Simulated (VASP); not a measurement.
Wanted: the native input for a VASP 6.6.1 run.

- Task: single point
- Functional: PBE
- Potentials or basis: VASP PAW PBE potentials, release 64 (Si, C)
- Cutoff: 520 eV
- k mesh: 18 × 18 × 18
- Occupations: gaussian, width 0.05 eV
- Spin: no spin polarisation
- Dipole correction: no
- Further INCAR settings: ALGO = Normal; EDIFF = 1e-06; NBANDS = 11

The structure of SiC (Moissanite 3C) lies in POSCAR:

```
SiC
1.0
    0.0000000000      1.8871497973      1.8871497973
    1.8871497973      0.0000000000      1.8871497973
    1.8871497973      1.8871497973      0.0000000000
Si C
1 1
Direct
    0.0000000000      0.0000000000      0.0000000000
    0.2500000000      0.2500000000      0.2500000000
```

This cell differs from its parent crystal: volume scaled by 0.640.

The input as run:

INCAR

```
PREC = Accurate ; ENCUT = 520
EDIFF = 1E-6 ; ISMEAR = 0
SIGMA = 0.05 ; LREAL = F
LASPH = T ; NELM = 80
ALGO = Normal ; ISIF = 2
LWAVE = F ; LCHARG = F
GGA = PE ; NBANDS = 11
```

KPOINTS

```
regular mesh
0
Gamma
  18 18 18
```

Potentials or basis: VASP PAW PBE potentials, release 64 (Si, C).

Launch:

```bash
$ cat potpaw_PBE.64/Si/POTCAR potpaw_PBE.64/C/POTCAR > POTCAR
$ mpirun -np 1 vasp_std > vasp.out
```

It gave:

- Pressure: 219.0 GPa
- Band gap on the k mesh: 0.83 eV, indirect (least direct gap 4.80 eV)

Wall time 9.8 s on 1 thread of Intel(R) Xeon(R) 6975P-C (Granite Rapids), with other jobs on the host, peak memory 0.14 GiB.
